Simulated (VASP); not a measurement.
Input of a VASP 6.6.1 run:

Contents of INCAR:

```
PREC = Accurate
ENCUT = 520
EDIFF = 1E-8
ISMEAR = -1
SIGMA = 0.15
LREAL = F
LASPH = T
NELM = 100
ALGO = Normal
ISIF = 2
LWAVE = F
LCHARG = F
IBRION = 8
NSW = 1
```

File KPOINTS:

```
regular mesh
0
Gamma
  14 14 14
```

POSCAR

```
CdAg
1.0
    3.1856626742      0.0000000000      0.0000000000
    0.0000000000      3.1856626742      0.0000000000
    0.0000000000      0.0000000000      3.1856626742
Cd Ag
1 1
Direct
    0.5000000000      0.5000000000      0.5000000000
    0.0000000000      0.0000000000      0.0000000000
```

Potentials or basis: VASP PAW LDA potentials, release 64 (Cd, Ag).

Run with:

```bash
$ cat potpaw_LDA.64/Cd/POTCAR potpaw_LDA.64/Ag/POTCAR > POTCAR
$ mpirun -np 1 vasp_std > vasp.out
```

Problem. What does it give for the highest phonon frequency at Γ?

Solution. 177 cm⁻¹.

Phonon frequencies in cm⁻¹ (negative: imaginary):
| q point | frequencies |
| --- | --- |
| (0.000, 0.000, 0.000) | 0 0 0 177 177 177 |

Caveat: the cell stands under pressure or tension, which shifts response properties.
